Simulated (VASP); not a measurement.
Wanted: the native input for a VASP 6.6.1 run.

* Task: single point
* Functional: PBEsol
* Potentials or basis: VASP PAW PBE potentials, release 64 (Se)
* Cutoff: 520 eV
* k mesh: 16 × 16 × 16
* Occupations: fermi-dirac, width 0.08 eV
* Spin: no spin polarisation
* Dipole correction: no
* Further INCAR settings: ALGO = Normal; EDIFF = 1e-07; NBANDS = 13

The structure of Se lies in POSCAR:

```
Se
1.0
    0.0000000000      2.5944036122      2.5944036122
    2.5944036122      0.0000000000      2.5944036122
    2.5944036122      2.5944036122      0.0000000000
Se
2
Direct
   -0.1250000000     -0.1250000000     -0.1250000000
    0.1250000000      0.1250000000      0.1250000000
```

One way to write it, as run:

INCAR

```
ALGO = Normal ; EDIFF = 1E-7
ENCUT = 520 ; GGA = PS
ISIF = 2 ; ISMEAR = -1
LASPH = True ; LCHARG = False
LREAL = False ; LWAVE = False
NBANDS = 13 ; NELM = 80
PREC = Accurate ; SIGMA = 0.08
```

KPOINTS

```
k-points
0
Gamma
  16 16 16
```

Potentials or basis: VASP PAW PBE potentials, release 64 (Se).

The run is started by

```console
$ cat potpaw_PBE.64/Se/POTCAR > POTCAR
$ mpirun -np 1 vasp_std > vasp.out
```

Results of the run:

```json
{
  "Pressure": "70.5 GPa",
  "Band gap on the k mesh": "zero (band 6 reaches 10.00 eV, above the bottom of band 7 at 6.51 eV)"
}
```

Caveat: the PAW data sets were made with another functional, which shifts forces and pressure a little.

It took 45 s on 1 thread of Intel(R) Xeon(R) Platinum 8259CL CPU @ 2.50GHz (Skylake/Cascade Lake), with other jobs on the host, peak memory 0.19 GiB.
